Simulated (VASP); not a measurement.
Here is a VASP 6.6.1 calculation.

Contents of INCAR:

```
  ALGO = Normal
  EDIFF = 1E-6
  EDIFFG = -0.04
  ENCUT = 600
  GGA = PE
  IBRION = 2
  ISIF = 3
  ISMEAR = 0
  LASPH = T
  LCHARG = F
  LREAL = F
  LWAVE = F
  NELM = 100
  NSW = 90
  PREC = Accurate
  SIGMA = 0.1
```

KPOINTS

```
k-points
0
Gamma
  6 6 2
```

POSCAR

```
SnGe2
1.0
    3.1553210600      0.0000000000      0.0000000000
   -1.5776605300      2.7325881900      0.0000000000
    0.0000000000      0.0000000000      7.7289265700
Sn Ge
1 2
Direct
    0.0000000000      0.0000000000      0.5000000000
    0.6666666700      0.3333333300      0.8333333300
    0.3333333300      0.6666666700      0.1666666700
```

Potentials or basis: VASP PAW PBE potentials, release 64 (Sn_d, Ge_d).

The run is started by

```console
$ cat potpaw_PBE.64/Sn_d/POTCAR potpaw_PBE.64/Ge_d/POTCAR > POTCAR
$ mpirun -np 1 vasp_std > vasp.out
```

(1) Predict the space group after relaxing (to 0.05 Å).

(2) What does it give for the relaxed volume?

(3) Predict the relaxed cell.

(4) Predict the band gap on the k mesh.

## Answers

(1) P-3m1 (No. 164).

(2) 22.69 Å³/atom.

(3) a = 3.405 Å, b = 3.405 Å, c = 6.779 Å, α = 90.00°, β = 90.00°, γ = 120.00°.

(4) zero (band 21 reaches 10.07 eV, above the bottom of band 22 at 5.12 eV).

Caveat: the k points lie up to 0.46 Å⁻¹ apart in the final cell; spin-orbit coupling is left out, which moves the levels of the heavy elements.
